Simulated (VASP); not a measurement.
Here is a VASP 6.6.1 calculation.

Contents of POSCAR:

```
TiO
1.0
    3.0309987015      0.0000000000      0.0000000000
   -1.5154993507      2.6249218743      0.0000000000
    0.0000000000      0.0000000000      3.2377000000
Ti O
1 1
Direct
    0.6666666667      0.3333333333      0.0000000000
    0.0000000000      0.0000000000      0.5000000000
```

The input INCAR.step1:

```
ALGO     = Normal         # electronic algorithm
EDIFF    = 1E-4           # SCF threshold, eV
ENCUT    = 520            # plane-wave cutoff, eV
GGA      = PE             # functional
ISMEAR   = 0              # smearing method
LASPH    = True           # aspherical terms in the spheres
LCHARG   = False          # write CHGCAR
LREAL    = False          # projectors in reciprocal space
LWAVE    = True           # write WAVECAR
NBANDS   = 16             # bands
NELM     = 60             # most SCF steps
PREC     = Accurate       # precision mode
SIGMA    = 0.01           # smearing width, eV
```

INCAR.step2

```
ALGO     = Normal         # electronic algorithm
EDIFF    = 1E-7           # SCF threshold, eV
ENCUT    = 520            # plane-wave cutoff, eV
ISIF     = 2              # what is computed and relaxed
ISMEAR   = 0              # smearing method
ISTART   = 1            
LASPH    = True           # aspherical terms in the spheres
LCHARG   = False          # write CHGCAR
LMIXTAU  = True         
LREAL    = False          # projectors in reciprocal space
LWAVE    = False          # write WAVECAR
METAGGA  = R2SCAN         # meta-GGA
NBANDS   = 16             # bands
NELM     = 60             # most SCF steps
PREC     = Accurate       # precision mode
SIGMA    = 0.01           # smearing width, eV
```

KPOINTS

```
k-points
0
Gamma
  6 6 6
```

Potentials or basis: VASP PAW PBE potentials, release 64 (Ti_sv, O).

Launch:

```console
$ cat potpaw_PBE.64/Ti_sv/POTCAR potpaw_PBE.64/O/POTCAR > POTCAR
$ cp INCAR.step1 INCAR
$ mpirun -np 1 vasp_std > vasp.out
$ cp INCAR.step2 INCAR
$ mpirun -np 1 vasp_std > vasp.out
```

Q: Estimate the band gap on the k mesh.

A: 0.17 eV.

Q: Estimate the pressure.

A: -39.2 GPa.

Stress tensor (GPa, compression positive):
```
-32.30   0.00   0.00
  0.00 -32.30   0.00
  0.00   0.00 -52.95
```

Caveat: the cell stands under tension; the PAW data sets were made with another functional, which shifts forces and pressure a little. A k mesh can miss the band edges.
